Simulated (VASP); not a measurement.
# AgCl (P6_3mc) in VASP: further runs

AgCl is run at these levels: PBE; tasks: single point.

All numbers are computed with VASP 6.6.1; they aren't measurements. Logs are shortened: lines on timing, memory, paths and dates and some standing lists are left out, and cuts for length are marked.

## (1) The cell of the first run

The typed cell holds 4 atoms: a = 4.459 Å, b = 4.459 Å, c = 5.722 Å, α = 90.00°, β = 90.00°, γ = 120.00°.

## (2) Single point, PBE (biaxial xy strain -1.3%)

File INCAR:

```
PREC     = Accurate       # precision mode
ENCUT    = 520            # plane-wave cutoff, eV
EDIFF    = 1E-6           # SCF threshold, eV
ISMEAR   = -1             # smearing method
SIGMA    = 0.02           # smearing width, eV
LREAL    = False          # projectors in reciprocal space
LASPH    = True           # aspherical terms in the spheres
NELM     = 60             # most SCF steps
ALGO     = Normal         # electronic algorithm
ISIF     = 2              # what is computed and relaxed
LWAVE    = False          # write WAVECAR
LCHARG   = False          # write CHGCAR
GGA      = PE             # functional
NBANDS   = 26             # bands
```

File KPOINTS:

```
regular mesh
0
Gamma
  6 6 4
```

File POSCAR:

```
AgCl
1.0
    4.4591765733      0.0000000000      0.0000000000
   -2.2295882866      3.8617601925      0.0000000000
    0.0000000000      0.0000000000      5.7224971438
Ag Cl
2 2
Direct
    0.3333333333      0.6666666667     -0.0622203809
    0.6666666667      0.3333333333      0.4377796191
    0.3333333333      0.6666666667      0.4372203809
    0.6666666667      0.3333333333      0.9372203809
```

Potentials or basis: VASP PAW PBE potentials, release 64 (Ag, Cl).

Command:

```console
$ cat potpaw_PBE.64/Ag/POTCAR potpaw_PBE.64/Cl/POTCAR > POTCAR
$ mpirun -np 1 vasp_std > vasp.out
```

OUTCAR:

```text
PREC = Accurate
   ENCUT = 520
   EDIFF = 1E-6
   ISMEAR = -1
   LREAL = False
   LASPH = True
   NELM = 60
   ISIF = 2
   GGA = PE

 ion  position               nearest neighbor table
   1  0.333  0.667  0.938-   4 2.57   4 2.57   4 2.57   3 2.86   3 2.86
   2  0.667  0.333  0.438-   3 2.57   3 2.57   3 2.57   4 2.86   4 2.86
   3  0.333  0.667  0.437-   2 2.57   2 2.57   2 2.57   1 2.86   1 2.86
   4  0.667  0.333  0.937-   1 2.57   1 2.57   1 2.57   2 2.86   2 2.86

  LATTYP: Found a hexagonal cell.
 ALAT       =     4.4591765733
 C/A-ratio  =     1.2833080390

  Lattice vectors:

 A1 = (   4.4591765733,   0.0000000000,   0.0000000000)
 A2 = (  -2.2295882866,   3.8617601925,   0.0000000000)
 A3 = (   0.0000000000,   0.0000000000,   5.7224971438)

Analysis of symmetry for initial positions (statically):
=====================================================================
 Subroutine PRICEL returns:
 Original cell was already a primitive cell.

 Routine SETGRP: Setting up the symmetry group for a
 hexagonal supercell.

 Subroutine GETGRP returns: Found 12 space group operations
 (whereof  6 operations were pure point group operations)
 out of a pool of 24 trial point group operations.

The static configuration has the point symmetry C_3v.
 The point group associated with its full space group is C_6v.

Analysis of symmetry for dynamics (positions and initial velocities):
=====================================================================
 Subroutine PRICEL returns:
 Original cell was already a primitive cell.

 Routine SETGRP: Setting up the symmetry group for a
 hexagonal supercell.

 Subroutine GETGRP returns: Found 12 space group operations
 (whereof  6 operations were pure point group operations)
 out of a pool of 24 trial point group operations.

The dynamic configuration has the point symmetry C_3v.
 The point group associated with its full space group is C_6v.

 Subroutine INISYM returns: Found 12 space group operations
 (whereof  6 operations are pure point group operations),
 and found     1 'primitive' translations

----------------------------------------------------------------------------------------

                                     Primitive cell

  volume of cell :      98.5429

  direct lattice vectors                    reciprocal lattice vectors
     4.459176573  0.000000000  0.000000000     0.224256650  0.129474637  0.000000000
    -2.229588287  3.861760192  0.000000000     0.000000000  0.258949274  0.000000000
     0.000000000  0.000000000  5.722497144     0.000000000  0.000000000  0.174748886

  length of vectors
     4.459176573  4.459176573  5.722497144     0.258949274  0.258949274  0.174748886

  position of ions in fractional coordinates (direct lattice)
     0.333333333  0.666666667  0.937779619
     0.666666667  0.333333333  0.437779619
     0.333333333  0.666666667  0.437220381
     0.666666667  0.333333333  0.937220381

  ion indices of the primitive-cell ions
   primitive index   ion index
                 1           1
                 2           2
                 3           3
                 4           4

----------------------------------------------------------------------------------------

 KPOINTS: regular mesh

Automatic generation of k-mesh.
 Grid dimensions read from file:
 generate k-points for:    6    6    4

 Generating k-lattice:

  Cartesian coordinates                     Fractional coordinates (reciprocal lattice)
     0.037376108  0.021579106  0.000000000     0.166666667  0.000000000  0.000000000
     0.000000000  0.043158212  0.000000000     0.000000000  0.166666667  0.000000000
     0.000000000  0.000000000  0.043687221     0.000000000  0.000000000  0.250000000

  Length of vectors
     0.043158212  0.043158212  0.043687221

  Shift w.r.t. Gamma in fractional coordinates (k-lattice)
     0.000000000  0.000000000  0.000000000

 Subroutine IBZKPT returns following result:
 ===========================================

 Found     21 irreducible k-points:

 Following reciprocal coordinates:
            Coordinates               Weight
  0.000000  0.000000  0.000000      1.000000
  0.166667  0.000000  0.000000      6.000000
  0.333333  0.000000  0.000000      6.000000
  0.500000  0.000000  0.000000      3.000000
  0.166667  0.166667  0.000000      6.000000
  0.333333  0.166667  0.000000     12.000000
[... 13 lines left out ...]
  0.333333  0.166667  0.500000     12.000000
  0.333333  0.333333  0.500000      2.000000
   k-points           NKPTS =     21   k-points in BZ     NKDIM =     21   number of bands    NBANDS=     26
   number of dos      NEDOS =    301   number of ions     NIONS =      4
   total plane-waves  NPLWV =  62208
   dimension x,y,z NGX =    36 NGY =   36 NGZ =   48
   dimension x,y,z NGXF=    72 NGYF=   72 NGZF=   96
   ions per type =               2   2
   NGX,Y,Z   is equivalent  to a cutoff of  13.42, 13.42, 13.94 a.u.
   NGXF,Y,Z  is equivalent  to a cutoff of  26.84, 26.84, 27.89 a.u.
 SYSTEM =  unknown system
   PREC   = accura    normal or accurate (medium, high low for compatibility)
   ISTART =      0    job   : 0-new  1-cont  2-samecut
   ICHARG =      2    charge: 1-file 2-atom 10-const
   ISPIN  =      1    spin polarized calculation?
   LNONCOLLINEAR =      F non collinear calculations
   LSORBIT =      F    spin-orbit coupling
   LASPH  =      T    aspherical Exc in radial PAW
   ENCUT  =  520.0 eV  38.22 Ry    6.18 a.u.   8.29  8.29 10.64*2*pi/ulx,y,z
   NELM   =     60;   NELMIN=  2; NELMDL= -5     # of ELM steps
   EDIFF  = 0.1E-05   stopping-criterion for ELM
   LREAL  =      F    real-space projection
   EDIFFG = 0.1E-04   stopping-criterion for IOM
   NSW    =      0    number of steps for IOM
   IBRION =     -1    ionic relax: 0-MD 1-quasi-New 2-CG
   NFREE  =      0    steps in history (QN), initial steepest desc. (CG)
   ISIF   =      2    stress and relaxation
   ISYM   =      2    0-nonsym 1-usesym 2-fastsym
   POTIM  = 0.5000    time-step for ionic-motion
   TEBEG  =    0.0;   TEEND  =   0.0 temperature during run
   PSTRESS=    0.0 pullay stress
   NELECT =      36.0000    total number of electrons
   NUPDOWN=      -1.0000    fix difference up-down
   EMIN   =  10.00;   EMAX   =-10.00  energy-range for DOS
   EFERMI =   0.00;   METHOD = LEGACY
   ISMEAR =    -1;   SIGMA  =   0.02  broadening in eV -4-tet -1-fermi 0-gaus
   EFERMI_NEDOS =   21; number of points for ismear=-14 and -15
   IALGO  =     38    algorithm
   IMIX   =      4    mixing-type and parameters
     AMIX     =   0.40;   BMIX     =  1.00
     AMIX_MAG =   1.60;   BMIX_MAG =  1.00
  volume/ion in A,a.u.               =      24.64       166.25
  Fermi-wavevector in a.u.,A,eV,Ry     =   1.170309  2.211563 18.634849  1.369623
  Thomas-Fermi vector in A             =   2.306769
   LORBIT       =      0    0 simple, 1 ext, 2 COOP (PROOUT), +10 PAW based schemes
   GGA     = PE    functional components
   LHFCALC =     F    Hartree Fock is set to
   AEXX    =    0.0000 exact exchange contribution
   IVDW    =     0    specifies the selected vdW correction
   LEPSILON=     F    determine dielectric tensor
   LRPA    =     F    only Hartree local field effects (RPA)
 non-spin polarized calculation
  energy-cutoff  :      520.00
  volume of cell :       98.54
 maximum number of plane-waves:      2676
 NGX is ok and might be reduce to    36
   NGX = 17   NGY = 17   NGZ = 21

 number of electron      36.0000002 magnetization

 Free energy of the ion-electron system (eV)
  ---------------------------------------------------
  ext. energy  EPLUGINS =         0.00000000
  ---------------------------------------------------
  free energy    TOTEN  =       -10.81565475 eV

  energy without entropy =      -10.81565475  energy(sigma->0) =      -10.81565475

 E-fermi :   2.8279     XC(G=0):  -8.9736

 val. band max:        2.4112547088   @ k =   0.0000   0.0000   0.0000
 cond. band min:       3.7592072534   @ k =   0.0000   0.0000   0.0000
 fundamental gap:      1.3479525446
 Fermi energy:         2.8278793583

 k-point     1 :       0.0000    0.0000    0.0000
  band No.  band energies     occupation
      1     -12.5600      2.00000
      2     -12.1666      2.00000
      3      -1.9397      2.00000
      4      -1.9397      2.00000
      5      -1.7250      2.00000
      6      -1.7250      2.00000
[... 18 lines left out ...]
     25      10.8772      0.00000
     26      13.1268      0.00000

 k-point     2 :       0.1667    0.0000    0.0000
  band No.  band energies     occupation
      1     -12.5134      2.00000
      2     -12.1650      2.00000
      3      -1.9574      2.00000
      4      -1.8625      2.00000
      5      -1.7596      2.00000
      6      -1.5860      2.00000
[... 18 lines left out ...]
     25      11.3515      0.00000
     26      12.3975      0.00000

 k-point     3 :       0.3333    0.0000    0.0000
  band No.  band energies     occupation
      1     -12.4051      2.00000
      2     -12.1759      2.00000
      3      -2.0146      2.00000
      4      -1.7129      2.00000
      5      -1.6694      2.00000
      6      -1.4130      2.00000
[... 18 lines left out ...]
     25      11.8090      0.00000
     26      12.4852      0.00000

 k-point     4 :       0.5000    0.0000    0.0000
  band No.  band energies     occupation
      1     -12.3312      2.00000
      2     -12.2007      2.00000
      3      -2.0409      2.00000
      4      -1.6278      2.00000
      5      -1.5481      2.00000
      6      -1.2672      2.00000
[... 18 lines left out ...]
     25      12.3482      0.00000
     26      12.7628      0.00000
[... 409 lines left out ...]
      1     -12.2838      2.00000
      2     -12.2838      2.00000
      3      -2.1432      2.00000
      4      -2.1432      2.00000
      5      -1.6100      2.00000
      6      -1.6100      2.00000
[... 18 lines left out ...]
     25      11.0207      0.00000
     26      11.0207      0.00000

 k-point    20 :       0.3333    0.1667    0.5000
  band No.  band energies     occupation
      1     -12.2441      2.00000
      2     -12.2441      2.00000
      3      -2.2077      2.00000
      4      -2.2077      2.00000
      5      -1.4379      2.00000
      6      -1.4379      2.00000
[... 18 lines left out ...]
     25      11.6899      0.00000
     26      11.6899      0.00000

 k-point    21 :       0.3333    0.3333    0.5000
  band No.  band energies     occupation
      1     -12.2309      2.00000
      2     -12.2309      2.00000
      3      -2.1921      2.00000
      4      -2.1921      2.00000
      5      -1.4078      2.00000
      6      -1.4078      2.00000
[... 18 lines left out ...]
     25      11.8016      0.00000
     26      11.8016      0.00000

------------------------ aborting loop because EDIFF is reached ----------------------------------------

  FORCE on cell =-STRESS in cart. coord.  units (eV):
  Direction    XX          YY          ZZ          XY          YZ          ZX
  --------------------------------------------------------------------------------------
  -------------------------------------------------------------------------------------
  Total        1.4235649      1.4235649      1.4192834      0.0000000      0.0000000      0.0000000
  in kB       23.1452723     23.1452723     23.0756606      0.0000000      0.0000000      0.0000000
  external PRESSURE =      23.1220684 kB  Pullay stress =       0.0000000 kB

 VOLUME and BASIS-vectors are now :
 -----------------------------------------------------------------------------
  energy-cutoff  :      520.00
  volume of cell :       98.54
      direct lattice vectors                 reciprocal lattice vectors
     4.459176573  0.000000000  0.000000000     0.224256650  0.129474637  0.000000000
    -2.229588287  3.861760192  0.000000000     0.000000000  0.258949274  0.000000000
     0.000000000  0.000000000  5.722497144     0.000000000  0.000000000  0.174748886

 POSITION                                       TOTAL-FORCE (eV/Angst)
 -----------------------------------------------------------------------------------
     -0.00000      2.57451      5.36644        -0.000000     -0.000000     -0.001582
      2.22959      1.28725      2.50519         0.000000      0.000000     -0.001582
     -0.00000      2.57451      2.50199         0.000000      0.000000      0.001582
      2.22959      1.28725      5.36324        -0.000000     -0.000000      0.001582
 -----------------------------------------------------------------------------------
    total drift:                               -0.000000      0.000000      0.000019

  FREE ENERGIE OF THE ION-ELECTRON SYSTEM (eV)
  ---------------------------------------------------
  free  energy   TOTEN  =       -10.8156547503 eV

  energy  without entropy=      -10.8156547503  energy(sigma->0) =      -10.81565475
```

It took 54 s on 1 thread of Intel Xeon 6975P-C, shared host; peak memory 0.25 GiB.

Results:

| Quantity | Value |
| --- | --- |
| Free energy | -10.8157 eV |
| Pressure | 2.3 GPa |
| Band gap on the k mesh | 1.35 eV, direct |

Levels at points of the mesh, in eV from the valence-band top:
```
           k point  band 16  band 17  band 18  band 19  band 20  band 21
(0.00, 0.00, 0.00)    -0.30     0.00     0.00     1.35     3.03     7.44
(0.50, 0.00, 0.00)    -1.44    -1.42    -1.07     4.09     4.41     6.21
(0.00, 0.00, 0.50)    -0.11    -0.11    -0.11     3.42     3.42     7.34
(0.50, 0.00, 0.50)    -1.19    -0.18    -0.18     4.80     4.80     6.29
```

Caveat: the cell differs from its parent crystal (biaxial xy strain -1.3%).

## (3) Single point, PBE (strain +1.1%)

File INCAR:

```
  ALGO = Normal
  EDIFF = 1E-6
  ENCUT = 520
  GGA = PE
  ISIF = 2
  ISMEAR = -1
  LASPH = T
  LCHARG = F
  LREAL = F
  LWAVE = F
  NBANDS = 26
  NELM = 100
  PREC = Accurate
  SIGMA = 0.02
```

File KPOINTS:

```
k-points
0
Gamma
  6 6 4
```

File POSCAR:

```
AgCl
1.0
    4.5703622045      0.0000000000      0.0000000000
   -2.2851811022      3.9580497736      0.0000000000
    0.0000000000      0.0000000000      5.7865891118
Ag Cl
2 2
Direct
    0.3333333333      0.6666666667     -0.0622203809
    0.6666666667      0.3333333333      0.4377796191
    0.3333333333      0.6666666667      0.4372203809
    0.6666666667      0.3333333333      0.9372203809
```

Potentials or basis: VASP PAW PBE potentials, release 64 (Ag, Cl).

Command:

```console
$ cat potpaw_PBE.64/Ag/POTCAR potpaw_PBE.64/Cl/POTCAR > POTCAR
$ mpirun -np 1 vasp_std > vasp.out
```

Wall time 50 s (1 thread of Intel Xeon 6975P-C, shared host); peak memory 0.25 GiB.

It converged, with:

```yaml
Free_energy: -10.8558 eV
Pressure: -0.1 GPa
Band_gap_on_the_k_mesh: 1.38 eV, indirect (least direct gap 1.41 eV)
```

Stress tensor (GPa, compression positive):
```
-0.27  0.00  0.00
 0.00 -0.27  0.00
 0.00  0.00  0.30
```

Levels at points of the mesh, in eV from the valence-band top:
| k point | band 14 | band 15 | band 16 | band 17 | band 18 | band 19 | band 20 | band 21 | band 22 | band 23 |
| --- | --- | --- | --- | --- | --- | --- | --- | --- | --- | --- |
| (0.00, 0.00, 0.00) | -1.54 | -0.30 | -0.30 | -0.03 | -0.03 | 1.38 | 3.06 | 7.49 | 7.49 | 8.31 |
| (0.50, 0.00, 0.00) | -1.37 | -1.35 | -1.33 | -1.31 | -0.96 | 3.96 | 4.39 | 6.11 | 7.58 | 8.63 |
| (0.00, 0.00, 0.50) | -0.97 | -0.12 | -0.12 | -0.12 | -0.12 | 3.41 | 3.41 | 7.39 | 7.39 | 7.39 |
| (0.50, 0.00, 0.50) | -1.53 | -1.06 | -1.06 | -0.12 | -0.12 | 4.80 | 4.80 | 6.21 | 6.21 | 7.78 |

Caveat: the cell differs from its parent crystal (strain +1.1%).
